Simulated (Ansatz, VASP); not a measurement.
## Two plane-wave programs on BP

```
CELL_PARAMETERS angstrom
3.20564 0.00000 0.00000
-1.60282 2.77617 0.00000
0.00000 0.00000 23.80000
ATOMIC_POSITIONS crystal
B 0.33333 0.66667 0.29412
P 0.66667 0.33333 0.29412
```

Alike in both runs: functional PBE; dispersion D3(BJ); k mesh 12 × 12 × 1; occupations gaussian, width 0.03 eV; no spin polarisation.

Ansatz relaxed the structure, and its values are those at the end. VASP's run is a single point on that final structure, the one shown.

```csv
,VASP,Ansatz
version,VASP 6.6.1,Ansatz 0.2.0
potentials or method,"VASP PAW PBE potentials, release 64 (B, P), cutoff 420 eV","scalar-relativistic, plane waves, PAW"
valence electrons in the cell,8,8
```

VASP gave:

| Item | Value |
| --- | --- |
| gap on the k mesh at the Fermi level (eV) | 0.90 |
| least direct gap on the mesh (eV) | 0.90 |

What did Ansatz give for the same quantities?

gap on the k mesh at the Fermi level (eV): 0.89; least direct gap on the mesh (eV): 0.89.

Ansatz's warnings: slab cell height set, structure snapped to symmetry.
